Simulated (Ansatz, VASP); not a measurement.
**SiO2: VASP beside Ansatz**

Contents of INCAR:

```
SYSTEM = SiO2
PREC = Accurate
ENCUT = 520
EDIFF = 1E-7
ISMEAR = 0
SIGMA = 0.1
LREAL = .False.
LASPH = .True.
NELM = 150
ALGO = Normal
ISIF = 2
LWAVE = .False.
LCHARG = .False.
ISPIN = 2
MAGMOM = 0 0 1 1 1 1
LORBIT = 11
LDIPOL = .True.
IDIPOL = 3
DIPOL = 0.5 0.5 0.300
GGA = PE
IVDW = 12
NBANDS = 29
```

File KPOINTS:

```
Automatic mesh
0
Gamma
  6 6 1
  0 0 0
```

File POSCAR:

```
SiO2
1.0
    3.3372041271      0.0000000000      0.0000000000
    0.0000000000      3.3372041271      0.0000000000
    0.0000000000      0.0000000000     29.9813375200
Si O
2 4
Direct
    0.0000000000      0.0000000000      0.2499745473
    0.5000000000      0.5000000000      0.3503989346
    0.0000000000      0.5000000000      0.2492849179
    0.5000000000      0.0000000000      0.2492849179
    0.5000000000      0.0000000000      0.3510885641
    0.0000000000      0.5000000000      0.3510885641
```

Input for Ansatz:

```yaml
crystal:
  lattice:
    - [3.3372041271, 0.0, 0.0]
    - [0.0, 3.3372041271, 0.0]
    - [0.0, 0.0, 29.98133752]
  atoms:
    - { symbol: Si, position: [0.0, 0.0, 0.2499745473] }
    - { symbol: Si, position: [0.5, 0.5, 0.3503989346] }
    - { symbol: O, position: [0.0, 0.5, 0.2492849179], spin: 1.0 }
    - { symbol: O, position: [0.5, 0.0, 0.2492849179], spin: 1.0 }
    - { symbol: O, position: [0.5, 0.0, 0.3510885641], spin: 1.0 }
    - { symbol: O, position: [0.0, 0.5, 0.3510885641], spin: 1.0 }
  periodic: [true, true, false]
basis:
  ecutwfc: 420
kpoints:
  mp_grid: { grid: [6, 6, 1] }
hamiltonian:
  xc: pbe
  dispersion: d3bj
scf:
  occupations: { method: gaussian, width: 0.1 }
  lower_state_search: "off"
output:
  forces: true
  stress: true
  eigenvalues: true
  populations: true
magnetization:
  spin_polarized: true
```

Alike in both runs: task single point; functional PBE; dispersion D3(BJ); k mesh 6 × 6 × 1; occupations gaussian, width 0.1 eV; collinear spin.

```csv
,VASP,Ansatz
version,VASP 6.6.1,Ansatz 0.2.0
potentials or method,"VASP PAW PBE potentials, release 64 (Si, O), cutoff 520 eV","scalar-relativistic, plane waves, PAW"
valence electrons in the cell,32,32
```

Ansatz gave:

* gap on the k mesh at the Fermi level (eV): none
* rms of the force components (eV/Å): 0.004
* net moment per atom (μB): 0.00

Question: Estimate VASP's values.

Answer: gap on the k mesh at the Fermi level (eV): none; rms of the force components (eV/Å): 0.003; net moment per atom (μB): 0.00.

Atom by atom the forces differ by 0.001 eV/Å (rms over components). A gap of «none» marks a metal or a gap that the smearing closes. Ansatz's warnings: seeded moment not kept.
